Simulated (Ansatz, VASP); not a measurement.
**MgS in VASP and in Ansatz**

POSCAR

```
MgS
1.0
    3.2628174056      0.0000000000      0.0000000000
    0.0000000000      3.2628174056      0.0000000000
    0.0000000000      0.0000000000      3.2628174056
Mg S
1 1
Direct
    0.0000000000      0.0000000000      0.0000000000
    0.5000000000      0.5000000000      0.5000000000
```

File INCAR.step1:

```
PREC = Accurate ; ENCUT = 520
ISMEAR = -1 ; SIGMA = 0.02
LREAL = False ; LASPH = True
NELM = 100 ; NBANDS = 11
GGA = PE ; ALGO = Normal
EDIFF = 1E-4 ; LWAVE = True
LCHARG = False
```

Contents of INCAR.step2:

```
PREC = Accurate ; ENCUT = 520
EDIFF = 1E-7 ; ISMEAR = -1
SIGMA = 0.02 ; LREAL = False
LASPH = True ; NELM = 100
ALGO = Normal ; ISIF = 2
LWAVE = False ; LCHARG = False
METAGGA = R2SCAN ; LMIXTAU = True
NBANDS = 11 ; ISTART = 1
```

KPOINTS

```
Automatic mesh
0
Gamma
  8 8 8
```

Input for Ansatz:

```yaml
crystal:
  lattice:
    - [3.2628174056, 0.0, 0.0]
    - [0.0, 3.2628174056, 0.0]
    - [0.0, 0.0, 3.2628174056]
  atoms:
    - { symbol: Mg, position: [0.0, 0.0, 0.0] }
    - { symbol: S, position: [0.5, 0.5, 0.5] }
kpoints:
  mp_grid: { grid: [8, 8, 8] }
  band_path:
    path:
      - [0.0, 0.0, 0.0]
      - [0.0, 0.5, 0.0]
      - [0.5, 0.5, 0.0]
      - [0.5, 0.5, 0.5]
      - [0.4, 0.5, 0.0]
      - [0.5, 0.5, 0.1]
    npoints: 1
hamiltonian:
  xc: r2scan
scf:
  occupations: { method: fermi_dirac, width: 0.02 }
  n_extra_bands: 4
output:
  forces: true
  stress: true
  eigenvalues: true
```

Alike in both runs: task single point; functional r2SCAN; k mesh 8 × 8 × 8; occupations fermi-dirac, width 0.02 eV; no spin polarisation.

```csv
,VASP,Ansatz
version,VASP 6.6.1,Ansatz 0.2.0
potentials or method,"VASP PAW PBE potentials, release 64 (Mg, S)","plane waves, PAW"
plane-wave cutoff (eV),520,500
valence electrons in the cell,8,16
```

VASP gave:

```
pressure (GPa) : -0.4
```

**Question.** What did Ansatz give for the same quantities?

**Answer.** Pressure (GPa): 0.0.

VASP's potentials were made for PBE, not for r2SCAN. VASP's potentials hold 8 valence electrons a cell and Ansatz's 16, so a difference there can come from the potentials and not from the codes.
